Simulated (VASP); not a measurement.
CdTe, 2 atoms in the cell. It takes space group I-4m2 (No. 119, tetragonal). The conventional cell has a = 4.731 Å, b = 4.731 Å, c = 6.374 Å, α = 90.00°, β = 90.00°, γ = 90.00°. Cd (site symmetry -4m2) has 4 Te at 2.85 Å within 3.8 Å. Te (site symmetry -4m2) has 4 Cd at 2.85 Å within 3.8 Å.  This cell differs from its parent crystal: epitaxial xy strain +2.0%.

```yaml
Program: VASP 6.6.1
Task: single point
Functional: r2SCAN
Potentials_or_basis: VASP PAW PBE potentials, release 64 (Cd, Te)
Cutoff: 520 eV
k_mesh: 6 × 6 × 6
Occupations: fermi-dirac, width 0.02 eV
Spin: non-collinear spin, zero start, spin-orbit coupling
Starting_moments: "[[0.0, 0.0, 0.0], [0.0, 0.0, 0.0]] μB"
Dipole_correction: no
Further_INCAR_settings: ALGO = Normal; EDIFF = 1e-07; NBANDS = 30
```

Potentials or basis: VASP PAW PBE potentials, release 64 (Cd, Te).

The run is started by

```bash
$ cat potpaw_PBE.64/Cd/POTCAR potpaw_PBE.64/Te/POTCAR > POTCAR
$ cp INCAR.step1 INCAR
$ mpirun -np 1 vasp_ncl > vasp.out
$ cp INCAR.step2 INCAR
$ mpirun -np 1 vasp_ncl > vasp.out
```

Hardware: 1 thread of Intel Xeon 8259CL (shared host).

Q: How long does it take, and how much memory?

A: Run time: 33 min on 1 thread of Intel Xeon 8259CL, with other jobs on the host, peak memory 0.54 GiB. Counts: k points 41.
